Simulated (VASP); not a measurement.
# Al2O3 (P-31c) in VASP: electric field gradients with PBE

Aim: the electric field gradients of Al2O3 with PBE.

All numbers are computed with VASP 6.6.1; they aren't measurements. Logs are shortened: lines on timing, memory, paths and dates and some standing lists are left out, and cuts for length are marked.

### Step 1. The cell of the first run

The structure is trigonal, space group P-31c (No. 163). The conventional cell has a = 4.793 Å, b = 4.793 Å, c = 8.967 Å, α = 90.00°, β = 90.00°, γ = 120.00°. Al (site symmetry 3) has 6 O at 1.83 to 1.99 Å within 2.4 Å. Al (site symmetry 32) has 6 O at 1.92 Å and 2 Al at 2.58 Å within 2.6 Å. Within 2.5 Å of Al (site symmetry -3) lie 6 O at 1.92 Å. Within 2.4 Å of O (site symmetry 1) lie 4 Al at 1.83 to 1.99 Å.

### Step 2. Electric field gradients, PBE

INCAR

```
SYSTEM = Al2O3
  PREC = Accurate
  ENCUT = 520
  EDIFF = 1E-8
  ISMEAR = -1
  SIGMA = 0.02
  LREAL = Auto
  LASPH = .True.
  NELM = 120
  ALGO = Normal
  ISIF = 2
  LWAVE = .False.
  LCHARG = .False.
  GGA = PE
  LEFG = .True.
  ISYM = -1
  NBANDS = 64
  GGA_COMPAT = .False.
  KPAR = 1
```

KPOINTS

```
explicit points
54
Reciprocal
  0.08333333   0.08333333   0.16666667 2
  0.08333333   0.08333333   0.50000000 2
  0.08333333   0.08333333   0.83333333 2
  0.08333333   0.25000000   0.16666667 2
  0.08333333   0.25000000   0.50000000 2
  0.08333333   0.25000000   0.83333333 2
  0.08333333   0.41666667   0.16666667 2
  0.08333333   0.41666667   0.50000000 2
  0.08333333   0.41666667   0.83333333 2
  0.08333333   0.58333333   0.16666667 2
  0.08333333   0.58333333   0.50000000 2
  0.08333333   0.58333333   0.83333333 2
  0.08333333   0.75000000   0.16666667 2
  0.08333333   0.75000000   0.50000000 2
  0.08333333   0.75000000   0.83333333 2
  0.08333333   0.91666667   0.16666667 2
  0.08333333   0.91666667   0.50000000 2
  0.08333333   0.91666667   0.83333333 2
  0.25000000   0.08333333   0.16666667 2
  0.25000000   0.08333333   0.50000000 2
  0.25000000   0.08333333   0.83333333 2
  0.25000000   0.25000000   0.16666667 2
  0.25000000   0.25000000   0.50000000 2
  0.25000000   0.25000000   0.83333333 2
  0.25000000   0.41666667   0.16666667 2
  0.25000000   0.41666667   0.50000000 2
  0.25000000   0.41666667   0.83333333 2
  0.25000000   0.58333333   0.16666667 2
  0.25000000   0.58333333   0.50000000 2
  0.25000000   0.58333333   0.83333333 2
  0.25000000   0.75000000   0.16666667 2
  0.25000000   0.75000000   0.50000000 2
  0.25000000   0.75000000   0.83333333 2
  0.25000000   0.91666667   0.16666667 2
  0.25000000   0.91666667   0.50000000 2
  0.25000000   0.91666667   0.83333333 2
  0.41666667   0.08333333   0.16666667 2
  0.41666667   0.08333333   0.50000000 2
  0.41666667   0.08333333   0.83333333 2
  0.41666667   0.25000000   0.16666667 2
  0.41666667   0.25000000   0.50000000 2
  0.41666667   0.25000000   0.83333333 2
  0.41666667   0.41666667   0.16666667 2
  0.41666667   0.41666667   0.50000000 2
  0.41666667   0.41666667   0.83333333 2
  0.41666667   0.58333333   0.16666667 2
  0.41666667   0.58333333   0.50000000 2
  0.41666667   0.58333333   0.83333333 2
  0.41666667   0.75000000   0.16666667 2
  0.41666667   0.75000000   0.50000000 2
  0.41666667   0.75000000   0.83333333 2
  0.41666667   0.91666667   0.16666667 2
  0.41666667   0.91666667   0.50000000 2
  0.41666667   0.91666667   0.83333333 2
```

POSCAR

```
Al2O3
1.0
    4.7930512577      0.0000000000      0.0000000000
   -2.3965256288      4.1509041508      0.0000000000
    0.0000000000      0.0000000000      8.9666466600
Al O
8 12
Direct
    0.3333333333      0.6666666667      0.9628167200
    0.3333333333      0.6666666667      0.2500000000
    0.0000000000      0.0000000000      0.0000000000
    0.0000000000      0.0000000000      0.5000000000
    0.3333333333      0.6666666667      0.5371832800
    0.6666666667      0.3333333333      0.0371832800
    0.6666666667      0.3333333333      0.7500000000
    0.6666666667      0.3333333333      0.4628167200
    0.0318230633      0.6766458267      0.1119598200
    0.9681769367      0.6448227633      0.6119598200
    0.0318230633      0.3551772367      0.3880401800
    0.9681769367      0.3233541733      0.8880401800
    0.3233541733      0.3551772367      0.1119598200
    0.3551772367      0.3233541733      0.6119598200
    0.3233541733      0.9681769367      0.3880401800
    0.3551772367      0.0318230633      0.8880401800
    0.6448227633      0.6766458267      0.3880401800
    0.6766458267      0.6448227633      0.8880401800
    0.6448227633      0.9681769367      0.1119598200
    0.6766458267      0.0318230633      0.6119598200
```

Potentials or basis: VASP PAW PBE potentials, release 64 (Al, O).

Run with:

```
$ cat potpaw_PBE.64/Al/POTCAR potpaw_PBE.64/O/POTCAR > POTCAR
$ mpirun -np 4 vasp_std > vasp.out
```

OUTCAR:

```text
SYSTEM = Al2O3
   PREC = Accurate
   ENCUT = 520
   EDIFF = 1E-8
   ISMEAR = -1
   LREAL = Auto
   LASPH = .True.
   NELM = 120
   ISIF = 2
   GGA = PE
   ISYM = -1

 ion  position               nearest neighbor table
   1  0.333  0.667  0.963-  16 1.83  12 1.83  18 1.83  13 1.99   9 1.99  19 1.99   2 2.58   3 2.79
                             3 2.79   3 2.79   6 2.85   6 2.85   6 2.85   7 3.36   7 3.36   7 3.36
   2  0.333  0.667  0.250-  15 1.92  13 1.92   9 1.92  17 1.92  11 1.92  19 1.92   1 2.58   5 2.58
                             6 3.36   8 3.36   6 3.36   8 3.36   6 3.36   8 3.36
   3  0.000  0.000  0.000-   9 1.92  12 1.92  13 1.92  18 1.92  16 1.92  19 1.92   1 2.79   6 2.79
                             1 2.79   6 2.79   6 2.79   1 2.79
   4  0.000  0.000  0.500-  15 1.92  20 1.92  17 1.92  14 1.92  10 1.92  11 1.92   5 2.79   8 2.79
                             5 2.79   8 2.79   8 2.79   5 2.79
   5  0.333  0.667  0.537-  10 1.83  20 1.83  14 1.83  15 1.99  17 1.99  11 1.99   2 2.58   4 2.79
                             4 2.79   4 2.79   8 2.85   8 2.85   8 2.85   7 3.36   7 3.36   7 3.36
   6  0.667  0.333  0.037-  19 1.83   9 1.83  13 1.83  18 1.99  12 1.99  16 1.99   7 2.58   3 2.79
                             3 2.79   3 2.79   1 2.85   1 2.85   1 2.85   2 3.36   2 3.36   2 3.36
   7  0.667  0.333  0.750-  20 1.92  18 1.92  12 1.92  14 1.92  10 1.92  16 1.92   6 2.58   8 2.58
                             1 3.36   5 3.36   1 3.36   5 3.36   1 3.36   5 3.36
   8  0.667  0.333  0.463-  11 1.83  15 1.83  17 1.83  20 1.99  14 1.99  10 1.99   7 2.58   4 2.79
                             4 2.79   4 2.79   5 2.85   5 2.85   5 2.85   2 3.36   2 3.36   2 3.36
   9  0.032  0.677  0.112-   6 1.83   3 1.92   2 1.92   1 1.99
  10  0.968  0.645  0.612-   5 1.83   4 1.92   7 1.92   8 1.99
  11  0.032  0.355  0.388-   8 1.83   4 1.92   2 1.92   5 1.99
  12  0.968  0.323  0.888-   1 1.83   3 1.92   7 1.92   6 1.99
  13  0.323  0.355  0.112-   6 1.83   3 1.92   2 1.92   1 1.99
  14  0.355  0.323  0.612-   5 1.83   4 1.92   7 1.92   8 1.99
  15  0.323  0.968  0.388-   8 1.83   4 1.92   2 1.92   5 1.99
  16  0.355  0.032  0.888-   1 1.83   3 1.92   7 1.92   6 1.99
  17  0.645  0.677  0.388-   8 1.83   4 1.92   2 1.92   5 1.99
  18  0.677  0.645  0.888-   1 1.83   3 1.92   7 1.92   6 1.99
  19  0.645  0.968  0.112-   6 1.83   3 1.92   2 1.92   1 1.99
  20  0.677  0.032  0.612-   5 1.83   4 1.92   7 1.92   8 1.99

IMPORTANT INFORMATION: All symmetrisations will be switched off!
NOSYMM: (Re-)initialisation of all symmetry stuff for point group C_1.

----------------------------------------------------------------------------------------

                                     Primitive cell

  volume of cell :     178.3959

  direct lattice vectors                    reciprocal lattice vectors
     4.793051258  0.000000000  0.000000000     0.208635365  0.120455684  0.000000000
    -2.396525629  4.150904151  0.000000000     0.000000000  0.240911369  0.000000000
     0.000000000  0.000000000  8.966646660     0.000000000  0.000000000  0.111524412

  length of vectors
     4.793051258  4.793051258  8.966646660     0.240911369  0.240911369  0.111524412

  position of ions in fractional coordinates (direct lattice)
     0.333333333  0.666666667  0.962816720
     0.333333333  0.666666667  0.250000000
     0.000000000  0.000000000  0.000000000
     0.000000000  0.000000000  0.500000000
     0.333333333  0.666666667  0.537183280
     0.666666667  0.333333333  0.037183280
[... 12 lines left out ...]
     0.644822763  0.968176937  0.111959820
     0.676645827  0.031823063  0.611959820

  ion indices of the primitive-cell ions
   primitive index   ion index
                 1           1
                 2           2
                 3           3
                 4           4
                 5           5
                 6           6
[... 12 lines left out ...]
                19          19
                20          20

----------------------------------------------------------------------------------------

 KPOINTS: explicit points

[... 71 lines left out ...]
  Fermi-wavevector in a.u.,A,eV,Ry     =   1.331589  2.516339 24.124899  1.773130
  Thomas-Fermi vector in A             =   2.460589
   LORBIT       =      0    0 simple, 1 ext, 2 COOP (PROOUT), +10 PAW based schemes
   GGA     = PE    functional components
   LHFCALC =     F    Hartree Fock is set to
   AEXX    =    0.0000 exact exchange contribution
   IVDW    =     0    specifies the selected vdW correction
   LEPSILON=     F    determine dielectric tensor
   LRPA    =     F    only Hartree local field effects (RPA)
 non-spin polarized calculation
  energy-cutoff  :      520.00
  volume of cell :      178.40
 maximum number of plane-waves:      4829
 NGX is ok and might be reduce to    36
   NGX = 17   NGY = 17   NGZ = 33

 number of electron      95.9999977 magnetization

 Free energy of the ion-electron system (eV)
  ---------------------------------------------------
  ext. energy  EPLUGINS =         0.00000000
  ---------------------------------------------------
  free energy    TOTEN  =      -148.02872864 eV

  energy without entropy =     -148.02872864  energy(sigma->0) =     -148.02872864

 E-fermi :   5.9714     XC(G=0): -11.3175

 val. band max:        5.4421653290   @ k =   0.0833   0.9167   0.1667
 cond. band min:      11.6425659870   @ k =   0.0833   0.9167   0.8333
 fundamental gap:      6.2004006580
 Fermi energy:         5.9713838847

 k-point     1 :       0.0833    0.0833    0.1667
  band No.  band energies     occupation
      1     -13.7193      2.00000
      2     -13.3937      2.00000
      3     -11.9988      2.00000
      4     -11.5038      2.00000
      5     -11.3645      2.00000
      6     -11.3637      2.00000
[... 1501 lines left out ...]
     59      16.3517      0.00000
     60      16.6028      0.00000

 [... further k-points ...]

 [bands above 60 left out]

------------------------ aborting loop because EDIFF is reached ----------------------------------------

  FORCE on cell =-STRESS in cart. coord.  units (eV):
  Direction    XX          YY          ZZ          XY          YZ          ZX
  --------------------------------------------------------------------------------------
  -------------------------------------------------------------------------------------
  Total        8.9614727      8.9615858      8.5577628      0.0000961     -0.0000400     -0.0000284
  in kB       80.4831815     80.4841972     76.8574541      0.0008634     -0.0003597     -0.0002553
  external PRESSURE =      79.2749443 kB  Pullay stress =       0.0000000 kB

 VOLUME and BASIS-vectors are now :
 -----------------------------------------------------------------------------
  energy-cutoff  :      520.00
  volume of cell :      178.40
      direct lattice vectors                 reciprocal lattice vectors
     4.793051258  0.000000000  0.000000000     0.208635365  0.120455684  0.000000000
    -2.396525629  4.150904151  0.000000000     0.000000000  0.240911369  0.000000000
     0.000000000  0.000000000  8.966646660     0.000000000  0.000000000  0.111524412

 POSITION                                       TOTAL-FORCE (eV/Angst)
 -----------------------------------------------------------------------------------
     -0.00000      2.76727      8.63324         0.000000      0.000001     -0.068724
     -0.00000      2.76727      2.24166         0.000000     -0.000001     -0.000000
      0.00000      0.00000      0.00000         0.000000     -0.000000      0.000000
      0.00000      0.00000      4.48332         0.000000     -0.000000     -0.000000
     -0.00000      2.76727      4.81673        -0.000000      0.000000      0.068724
      2.39653      1.38363      0.33341        -0.000001     -0.000000      0.068725
[... 12 lines left out ...]
      0.77041      4.01881      1.00390         0.087430      0.023573      0.240611
      3.16693      0.13209      5.48723         0.087419     -0.023571      0.240605
 -----------------------------------------------------------------------------------
    total drift:                               -0.000001      0.000008      0.000005

  FREE ENERGIE OF THE ION-ELECTRON SYSTEM (eV)
  ---------------------------------------------------
  free  energy   TOTEN  =      -148.0287286360 eV

  energy  without entropy=     -148.0287286360  energy(sigma->0) =     -148.02872864

 Electric field gradients (V/A^2)
---------------------------------------------------------------------
 ion       V_xx      V_yy      V_zz      V_xy      V_xz      V_yz
---------------------------------------------------------------------
   1      -9.505    -9.505    19.009    -0.000    -0.000    -0.000
   2       7.029     7.029   -14.059    -0.000    -0.000    -0.000
   3      -4.475    -4.475     8.950    -0.000    -0.000    -0.000
   4      -4.475    -4.475     8.950    -0.000    -0.000    -0.000
   5      -9.505    -9.505    19.009    -0.000    -0.000    -0.000
   6      -9.505    -9.505    19.009    -0.000    -0.000    -0.000
[... 12 lines left out ...]
  19      -6.176    13.378    -7.202     4.734   -23.999   -11.036
  20      -6.176    13.377    -7.201    -4.733   -23.999    11.036
---------------------------------------------------------------------

 Electric field gradients after diagonalization (V/A^2)
 (convention: |V_zz| > |V_xx| > |V_yy|)
----------------------------------------------------------------------
 ion       V_xx      V_yy      V_zz     asymmetry (V_yy - V_xx)/ V_zz
----------------------------------------------------------------------
   1      -9.505    -9.505    19.009       0.000
   2       7.029     7.029   -14.059       0.000
   3      -4.475    -4.475     8.950       0.000
   4      -4.475    -4.475     8.950       0.000
   5      -9.505    -9.505    19.009       0.000
   6      -9.505    -9.505    19.009       0.000
[... 12 lines left out ...]
  19      26.774     4.418   -31.192       0.717
  20      26.774     4.418   -31.192       0.717
----------------------------------------------------------------------

           NMR quadrupolar parameters

 Cq : quadrupolar parameter    Cq=e*Q*V_zz/h
 eta: asymmetry parameters     (V_yy - V_xx)/ V_zz
 Q  : nuclear electric quadrupole moment in mb (millibarn)
----------------------------------------------------------------------
 ion       Cq(MHz)       eta       Q (mb)
----------------------------------------------------------------------
   1       0.046       0.000       1.000
   2      -0.034       0.000       1.000
   3       0.022       0.000       1.000
   4       0.022       0.000       1.000
   5       0.046       0.000       1.000
   6       0.046       0.000       1.000
[... 12 lines left out ...]
  19      -0.075       0.717       1.000
  20      -0.075       0.717       1.000
----------------------------------------------------------------------
```

Wall time 3.4 min (4 MPI ranks of Intel Xeon Platinum 8488C (Sapphire Rapids), shared host); peak memory 0.22 GiB.

Results:

- Free energy: -148.0287 eV
- Pressure: 7.9 GPa
- Largest force: 0.257 eV/Å
- Band gap on the k mesh: 6.20 eV
- Largest electric field gradient by atom: Al +19.0, -14.1, +8.9 (each value once); O -31.2 V/Å²

Forces in eV/Å, atoms in the order of the input:
```
Al   0.000  0.000 -0.069
Al   0.000  0.000  0.000
Al   0.000  0.000  0.000
Al   0.000  0.000  0.000
Al   0.000  0.000  0.069
Al   0.000  0.000  0.069
Al   0.000  0.000  0.000
Al   0.000  0.000 -0.069
O   -0.064  0.064  0.241
O   -0.023  0.088  0.241
O    0.023 -0.088 -0.241
O    0.064 -0.064 -0.241
O   -0.023 -0.087  0.241
O   -0.064 -0.064  0.241
O   -0.087  0.024 -0.241
O   -0.087 -0.024 -0.241
O    0.064  0.064 -0.241
O    0.023  0.087 -0.241
O    0.087  0.024  0.241
O    0.087 -0.024  0.241
```

Electric field gradients, principal values (V/Å²):
```csv
atom,least,middle,greatest (by size)
1 Al,-9.505,-9.505,19.009
2 Al,7.029,7.029,-14.059
3 Al,-4.475,-4.475,8.950
4 Al,-4.475,-4.475,8.950
5 Al,-9.505,-9.505,19.009
6 Al,-9.505,-9.505,19.009
7 Al,7.029,7.029,-14.059
8 Al,-9.505,-9.505,19.009
9 O,4.418,26.774,-31.192
10 O,4.418,26.774,-31.192
11 O,4.418,26.774,-31.192
12 O,4.418,26.774,-31.192
13 O,4.418,26.774,-31.192
14 O,4.418,26.774,-31.192
15 O,4.418,26.774,-31.192
16 O,4.418,26.774,-31.192
17 O,4.418,26.774,-31.192
18 O,4.418,26.774,-31.192
19 O,4.418,26.774,-31.192
20 O,4.418,26.774,-31.192
```

Caveat: the cell stands under pressure; without QUAD_EFG the Cq values of the log hold for a quadrupole moment of 1 mb, not for the nuclei; a shifted mesh leaves out Γ, where band edges can lie.
